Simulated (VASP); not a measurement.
# TiAl (P4/mmm) in VASP: a series of runs

TiAl is run at these levels: r2SCAN; tasks: relaxation of cell and atoms, single point.

All numbers are computed with VASP 6.6.1; they aren't measurements. Logs are shortened: lines on timing, memory, paths and dates and some standing lists are left out, and cuts for length are marked.

### Step 1. The cell of the first run

It takes space group P4/mmm (No. 123, tetragonal). Conventional cell: a = 2.792 Å, b = 2.792 Å, c = 4.040 Å, α = 90.00°, β = 90.00°, γ = 90.00°. Within 3.7 Å of Ti (site symmetry 4/mmm) lie 4 Ti at 2.79 Å and 8 Al at 2.82 Å. Within 3.7 Å of Al (site symmetry 4/mmm) lie 4 Al at 2.79 Å and 8 Ti at 2.82 Å.

### Step 2. Relaxation of cell and atoms, r2SCAN, target pressure 2 GPa, at which the enthalpy is minimised

Input file POSCAR:

```
TiAl
1.0
    2.7922197100      0.0000000000      0.0000000000
    0.0000000000      2.7922197100      0.0000000000
    0.0000000000      0.0000000000      4.0402676841
Ti Al
1 1
Direct
    0.5000000000      0.5000000000      0.5000000000
    0.0000000000      0.0000000000      0.0000000000
```

Input file INCAR.step1:

```
PREC = Accurate
ENCUT = 600
ISMEAR = 0
SIGMA = 0.1
LREAL = F
LASPH = T
NELM = 80
GGA = PE
ALGO = Normal
EDIFF = 1E-4
LWAVE = T
LCHARG = F
```

Input file INCAR.step2:

```
PREC = Accurate
ENCUT = 600
EDIFF = 1E-6
ISMEAR = 0
SIGMA = 0.1
LREAL = F
LASPH = T
NELM = 80
ALGO = Normal
ISIF = 3
LWAVE = F
LCHARG = F
METAGGA = R2SCAN
LMIXTAU = T
IBRION = 2
NSW = 70
EDIFFG = -0.008
PSTRESS = 20.0
ISTART = 1
```

Input file KPOINTS:

```
regular mesh
0
Gamma
  14 14 10
```

Potentials or basis: VASP PAW PBE potentials, release 64 (Ti_sv, Al).

Launch:

```console
$ cat potpaw_PBE.64/Ti_sv/POTCAR potpaw_PBE.64/Al/POTCAR > POTCAR
$ cp INCAR.step1 INCAR
$ mpirun -np 1 vasp_std > vasp.out
$ cp INCAR.step2 INCAR
$ mpirun -np 1 vasp_std > vasp.out
```

OUTCAR:

```text
PREC = Accurate
   ENCUT = 600
   EDIFF = 1E-6
   ISMEAR = 0
   LREAL = F
   LASPH = T
   NELM = 80
   ISIF = 3
   METAGGA = R2SCAN
   IBRION = 2
   NSW = 70
   EDIFFG = -0.008
   PSTRESS = 20.0
   ISTART = 1

 ion  position               nearest neighbor table
   1  0.500  0.500  0.500-   2 2.82   2 2.82   2 2.82   2 2.82   2 2.82   2 2.82   2 2.82   2 2.82

   2  0.000  0.000  0.000-   1 2.82   1 2.82   1 2.82   1 2.82   1 2.82   1 2.82   1 2.82   1 2.82

  LATTYP: Found a simple tetragonal cell.
 ALAT       =     2.7922197100
 C/A-ratio  =     1.4469734132

  Lattice vectors:

 A1 = (   2.7922197100,   0.0000000000,   0.0000000000)
 A2 = (   0.0000000000,   2.7922197100,   0.0000000000)
 A3 = (   0.0000000000,   0.0000000000,   4.0402676841)

Analysis of symmetry for initial positions (statically):
=====================================================================
 Subroutine PRICEL returns:
 Original cell was already a primitive cell.

 Routine SETGRP: Setting up the symmetry group for a
 simple tetragonal supercell.

 Subroutine GETGRP returns: Found 16 space group operations
 (whereof 16 operations were pure point group operations)
 out of a pool of 16 trial point group operations.

The static configuration has the point symmetry D_4h.

Analysis of symmetry for dynamics (positions and initial velocities):
=====================================================================
 Subroutine PRICEL returns:
 Original cell was already a primitive cell.

 Routine SETGRP: Setting up the symmetry group for a
 simple tetragonal supercell.

 Subroutine GETGRP returns: Found 16 space group operations
 (whereof 16 operations were pure point group operations)
 out of a pool of 16 trial point group operations.

The dynamic configuration has the point symmetry D_4h.

 Subroutine INISYM returns: Found 16 space group operations
 (whereof 16 operations are pure point group operations),
 and found     1 'primitive' translations

----------------------------------------------------------------------------------------

                                     Primitive cell

  volume of cell :      31.4999

  direct lattice vectors                    reciprocal lattice vectors
     2.792219710  0.000000000  0.000000000     0.358138006  0.000000000  0.000000000
     0.000000000  2.792219710  0.000000000     0.000000000  0.358138006  0.000000000
     0.000000000  0.000000000  4.040267684     0.000000000  0.000000000  0.247508353

  length of vectors
     2.792219710  2.792219710  4.040267684     0.358138006  0.358138006  0.247508353

  position of ions in fractional coordinates (direct lattice)
     0.500000000  0.500000000  0.500000000
     0.000000000  0.000000000  0.000000000

  ion indices of the primitive-cell ions
   primitive index   ion index
                 1           1
                 2           2

----------------------------------------------------------------------------------------

 KPOINTS: regular mesh

Automatic generation of k-mesh.
 Grid dimensions read from file:
 generate k-points for:   14   14   10

 Generating k-lattice:

  Cartesian coordinates                     Fractional coordinates (reciprocal lattice)
     0.025581286  0.000000000  0.000000000     0.071428571  0.000000000  0.000000000
     0.000000000  0.025581286  0.000000000     0.000000000  0.071428571  0.000000000
     0.000000000  0.000000000  0.024750835     0.000000000  0.000000000  0.100000000

  Length of vectors
     0.025581286  0.025581286  0.024750835

  Shift w.r.t. Gamma in fractional coordinates (k-lattice)
     0.000000000  0.000000000  0.000000000

 Subroutine IBZKPT returns following result:
 ===========================================

 Found    216 irreducible k-points:

 Following reciprocal coordinates:
            Coordinates               Weight
  0.000000  0.000000  0.000000      1.000000
  0.071429  0.000000  0.000000      4.000000
  0.142857  0.000000  0.000000      4.000000
  0.214286  0.000000  0.000000      4.000000
  0.285714  0.000000  0.000000      4.000000
  0.357143  0.000000  0.000000      4.000000
[... 16 lines left out ...]
  0.285714  0.214286  0.000000      8.000000
  0.357143  0.214286  0.000000      8.000000
 [... further k-points ...]
   k-points           NKPTS =    216   k-points in BZ     NKDIM =    216   number of bands    NBANDS=     11
   number of dos      NEDOS =    301   number of ions     NIONS =      2
   total plane-waves  NPLWV =  18432
   dimension x,y,z NGX =    24 NGY =   24 NGZ =   32
   dimension x,y,z NGXF=    48 NGYF=   48 NGZF=   64
   ions per type =               1   1
   NGX,Y,Z   is equivalent  to a cutoff of  14.29, 14.29, 13.17 a.u.
   NGXF,Y,Z  is equivalent  to a cutoff of  28.58, 28.58, 26.33 a.u.
 SYSTEM =  unknown system
   PREC   = accura    normal or accurate (medium, high low for compatibility)
   ISTART =      1    job   : 0-new  1-cont  2-samecut
   ICHARG =      0    charge: 1-file 2-atom 10-const
   ISPIN  =      1    spin polarized calculation?
   LNONCOLLINEAR =      F non collinear calculations
   LSORBIT =      F    spin-orbit coupling
   LASPH  =      T    aspherical Exc in radial PAW
   ENCUT  =  600.0 eV  44.10 Ry    6.64 a.u.   5.58  5.58  8.07*2*pi/ulx,y,z
   NELM   =     80;   NELMIN=  2; NELMDL=  0     # of ELM steps
   EDIFF  = 0.1E-05   stopping-criterion for ELM
   LREAL  =      F    real-space projection
   EDIFFG = -.8E-02   stopping-criterion for IOM
   NSW    =     70    number of steps for IOM
   IBRION =      2    ionic relax: 0-MD 1-quasi-New 2-CG
   NFREE  =      1    steps in history (QN), initial steepest desc. (CG)
   ISIF   =      3    stress and relaxation
   ISYM   =      2    0-nonsym 1-usesym 2-fastsym
   POTIM  = 0.5000    time-step for ionic-motion
   TEBEG  =    0.0;   TEEND  =   0.0 temperature during run
   PSTRESS=   20.0 pullay stress
   NELECT =      15.0000    total number of electrons
   NUPDOWN=      -1.0000    fix difference up-down
   EMIN   =  10.00;   EMAX   =-10.00  energy-range for DOS
   EFERMI =   0.00;   METHOD = LEGACY
   ISMEAR =     0;   SIGMA  =   0.10  broadening in eV -4-tet -1-fermi 0-gaus
   EFERMI_NEDOS =   21; number of points for ismear=-14 and -15
   IALGO  =     38    algorithm
   IMIX   =      4    mixing-type and parameters
     AMIX     =   0.40;   BMIX     =  1.00
     AMIX_MAG =   1.60;   BMIX_MAG =  1.00
  volume/ion in A,a.u.               =      15.75       106.29
  Fermi-wavevector in a.u.,A,eV,Ry     =   1.278406  2.415837 22.236301  1.634322
  Thomas-Fermi vector in A             =   2.410951
   LORBIT       =      0    0 simple, 1 ext, 2 COOP (PROOUT), +10 PAW based schemes
   METAGGA = R2SCAN    functional components
   LHFCALC =     F    Hartree Fock is set to
   AEXX    =    0.0000 exact exchange contribution
   IVDW    =     0    specifies the selected vdW correction
   LEPSILON=     F    determine dielectric tensor
   LRPA    =     F    only Hartree local field effects (RPA)
 conjugate gradient relaxation of ions
 non-spin polarized calculation
 Gauss-broadening in eV      SIGMA  =   0.10
  energy-cutoff  :      600.00
  volume of cell :       31.50
 maximum number of plane-waves:      1070
 NGX is ok and might be reduce to    24
   NGX = 11   NGY = 11   NGZ = 17

--------------------------------------- Ionic step        1  -------------------------------------------

 number of electron      15.0000000 magnetization

 Free energy of the ion-electron system (eV)
  ---------------------------------------------------
  ext. energy  EPLUGINS =         0.00000000
  ---------------------------------------------------
  free energy    TOTEN  =       -20.58949289 eV

  energy without entropy =      -20.58188570  energy(sigma->0) =      -20.58568930

------------------------ aborting loop because EDIFF is reached ----------------------------------------

  FORCE on cell =-STRESS in cart. coord.  units (eV):
  Direction    XX          YY          ZZ          XY          YZ          ZX
  --------------------------------------------------------------------------------------
  -------------------------------------------------------------------------------------
  Total        0.5049195      0.5049195      0.5025620      0.0000000      0.0000000      0.0000000
  in kB       25.6816774     25.6816774     25.5617705      0.0000000      0.0000000      0.0000000
  external PRESSURE =       5.6417084 kB  Pullay stress =      20.0000000 kB

 VOLUME and BASIS-vectors are now :
 -----------------------------------------------------------------------------
  energy-cutoff  :      600.00
  volume of cell :       31.50
      direct lattice vectors                 reciprocal lattice vectors
     2.792219710  0.000000000  0.000000000     0.358138006  0.000000000  0.000000000
     0.000000000  2.792219710  0.000000000     0.000000000  0.358138006  0.000000000
     0.000000000  0.000000000  4.040267684     0.000000000  0.000000000  0.247508353
[... 46 lines left out ...]
  FREE ENERGIE OF THE ION-ELECTRON SYSTEM (eV)
  ---------------------------------------------------
  free  energy   TOTEN  =       -20.5927252614 eV

  energy  without entropy=      -20.5849985742  energy(sigma->0) =      -20.58886192

  enthalpy is  TOTEN    =       -20.1963468579 eV   P V=        0.3963784035

--------------------------------------- Ionic step        3  -------------------------------------------

 number of electron      15.0000000 magnetization

 Free energy of the ion-electron system (eV)
  ---------------------------------------------------
  ext. energy  EPLUGINS =         0.00000000
  ---------------------------------------------------
  free energy    TOTEN  =       -20.59138467 eV

  energy without entropy =      -20.58371628  energy(sigma->0) =      -20.58755048

 E-fermi :   8.6078     XC(G=0): -11.9641

 val. band max:        8.5986489357   @ k =   0.4286   0.3571   0.2000
 cond. band min:       8.6144327442   @ k =   0.2143   0.0714   0.3000
 fundamental gap:      0.0157838085
 Fermi energy:         8.6078224781

 k-point     1 :       0.0000    0.0000    0.0000
  band No.  band energies     occupation
      1     -50.3101      2.00000
      2     -25.6863      2.00000
      3     -25.1831      2.00000
      4     -25.1831      2.00000
      5      -1.1113      2.00000
      6       6.5710      2.00000
      7       7.6053      2.00000
      8       8.0791      2.00000
      9      11.0334      0.00000
     10      11.0334      0.00000
     11      12.4045      0.00000

 k-point     2 :       0.0714    0.0000    0.0000
  band No.  band energies     occupation
      1     -50.3067      2.00000
      2     -25.6830      2.00000
      3     -25.2112      2.00000
      4     -25.1808      2.00000
      5      -1.0030      2.00000
      6       6.6594      2.00000
      7       7.6475      2.00000
      8       7.9977      2.00000
      9      11.0518      0.00000
     10      11.1346      0.00000
     11      12.2960      0.00000
[... 295 lines left out ...]
 k-point    24 :       0.3571    0.2143    0.0000
  band No.  band energies     occupation
      1     -50.2281      2.00000
      2     -25.6065      2.00000
      3     -25.6036      2.00000
      4     -25.3516      2.00000
      5       2.3071      2.00000
      6       6.7070      2.00000
      7       7.4208      2.00000
      8       8.5655      1.45076
      9       9.6835      0.00000
     10      10.1874      0.00000
     11      12.4715      0.00000

 [... further k-points ...]
[... 5 lines left out ...]
  --------------------------------------------------------------------------------------
  -------------------------------------------------------------------------------------
  Total        0.3904899      0.3904899      0.3874568      0.0000000      0.0000000      0.0000000
  in kB       19.7782777     19.7782777     19.6246513      0.0000000      0.0000000      0.0000000
  external PRESSURE =      -0.2729311 kB  Pullay stress =      20.0000000 kB

 VOLUME and BASIS-vectors are now :
 -----------------------------------------------------------------------------
  energy-cutoff  :      600.00
  volume of cell :       31.63
      direct lattice vectors                 reciprocal lattice vectors
     2.796156239  0.000000000  0.000000000     0.357633807  0.000000000  0.000000000
     0.000000000  2.796156239  0.000000000     0.000000000  0.357633807  0.000000000
     0.000000000  0.000000000  4.045843527     0.000000000  0.000000000  0.247167245

 POSITION                                       TOTAL-FORCE (eV/Angst)
 -----------------------------------------------------------------------------------
      1.39808      1.39808      2.02292         0.000000      0.000000      0.000000
      0.00000      0.00000      0.00000         0.000000      0.000000      0.000000
 -----------------------------------------------------------------------------------
    total drift:                                0.000000      0.000000     -0.000000

  FREE ENERGIE OF THE ION-ELECTRON SYSTEM (eV)
  ---------------------------------------------------
  free  energy   TOTEN  =       -20.5913846709 eV

  energy  without entropy=      -20.5837162846  energy(sigma->0) =      -20.58755048

  enthalpy is  TOTEN    =       -20.1965171940 eV   P V=        0.3948674769

 reached required accuracy - stopping structural energy minimisation
```

Wall time 4.3 min (1 thread of Intel Xeon 6975P-C (Granite Rapids), shared host); peak memory 0.23 GiB.

What came out:

```
Free energy                                                : -20.5914 eV
Relaxed volume                                             : 15.82 Å³/atom
Relaxed cell                                               : a = 2.796 Å, b = 2.796 Å, c = 4.046 Å, α = 90.00°, β = 90.00°, γ = 90.00°
Space group after relaxing (to 0.1 Å)                      : P4/mmm (No. 123)
Energy change on relaxing (the run minimises the enthalpy) : -0.9 meV/atom
Ionic steps                                                : 3
Pressure after relaxing                                    : 2.0 GPa
Band gap on the k mesh                                     : zero (an odd number of electrons rules out a gap without spin polarisation)
```

The path:
```tsv
step	energy change (eV)	largest force (eV/Å)	pressure (GPa)	volume (Å³)
1	0.0000	0.0000	2.56	31.50
2	-0.0032	0.0000	1.61	31.75
3	-0.0019	0.0000	1.97	31.63
```

Final structure:
```
Ti Al
1.0
     2.79616    0.00000    0.00000
     0.00000    2.79616    0.00000
     0.00000    0.00000    4.04584
Ti Al
1 1
Direct
  0.50000 0.50000 0.50000
  0.00000 0.00000 0.00000
```

Caveat: the cell is relaxed towards a set pressure, so the run minimises the enthalpy, not the energy; the PAW data sets were made with another functional, which shifts forces and pressure a little.

### Step 3. Single point, r2SCAN (biaxial strain in the a-b plane: +4.5 %, then relaxed in part)

Input file POSCAR:

```
TiAl
1.0
    2.9362853426      0.0000000000      0.0000000000
    0.0000000000      2.9362853426      0.0000000000
    0.0000000000      0.0000000000      3.8584185604
Ti Al
1 1
Direct
    0.5000000000      0.5000000000      0.5000000000
    0.0000000000      0.0000000000      0.0000000000
```

Input file INCAR.step1:

```
PREC = Accurate
ENCUT = 520
ISMEAR = 0
SIGMA = 0.1
LREAL = F
LASPH = T
NELM = 80
NBANDS = 14
GGA = PE
ALGO = Normal
EDIFF = 1E-4
LWAVE = T
LCHARG = F
```

Input file INCAR.step2:

```
PREC = Accurate
ENCUT = 520
EDIFF = 1E-6
ISMEAR = 0
SIGMA = 0.1
LREAL = F
LASPH = T
NELM = 80
ALGO = Normal
ISIF = 2
LWAVE = F
LCHARG = T
METAGGA = R2SCAN
LMIXTAU = T
LELF = T
LVHAR = T
NBANDS = 14
ISTART = 1
```

Input file KPOINTS:

```
Automatic mesh
0
Gamma
  18 18 14
```

Potentials or basis: VASP PAW PBE potentials, release 64 (Ti_sv, Al).

Launch:

```console
$ cat potpaw_PBE.64/Ti_sv/POTCAR potpaw_PBE.64/Al/POTCAR > POTCAR
$ cp INCAR.step1 INCAR
$ mpirun -np 1 vasp_std > vasp.out
$ cp INCAR.step2 INCAR
$ mpirun -np 1 vasp_std > vasp.out
```

Wall time 6.9 min (1 thread of Intel Xeon Platinum 8259CL at 2.50GHz (Skylake/Cascade Lake), shared host); peak memory 0.33 GiB.

Results (log left out):

```yaml
Free_energy: -20.5328 eV
Pressure: -4.1 GPa
Band_gap_on_the_k_mesh: zero (an odd number of electrons rules out a gap without spin polarisation)
```

Stress tensor (GPa, compression positive):
```
-6.22  0.00  0.00
 0.00 -6.22  0.00
 0.00  0.00  0.07
```

Levels at points of the mesh, in eV from the Fermi level:
| k point | band 5 | band 6 | band 7 | band 8 | band 9 | band 10 |
| --- | --- | --- | --- | --- | --- | --- |
| (0.00, 0.00, 0.00) | -9.47 | -1.72 | -0.99 | 0.49 | 2.08 | 2.08 |
| (0.50, 0.00, 0.00) | -5.18 | -4.95 | -1.36 | -0.24 | 1.68 | 2.42 |
| (0.50, 0.50, 0.00) | -3.59 | -1.05 | -1.05 | -0.69 | -0.03 | -0.03 |
| (0.00, 0.00, 0.50) | -7.62 | -5.53 | -0.70 | 1.35 | 1.50 | 1.50 |
| (0.50, 0.00, 0.50) | -5.17 | -3.07 | -1.66 | -1.36 | 1.79 | 1.92 |
| (0.50, 0.50, 0.50) | -2.64 | -2.64 | -2.62 | 1.53 | 2.42 | 2.62 |

Caveat: the cell differs from its parent crystal (biaxial strain in the a-b plane: +4.5 %, then relaxed in part); the cell stands under tension; the PAW data sets were made with another functional, which shifts forces and pressure a little.
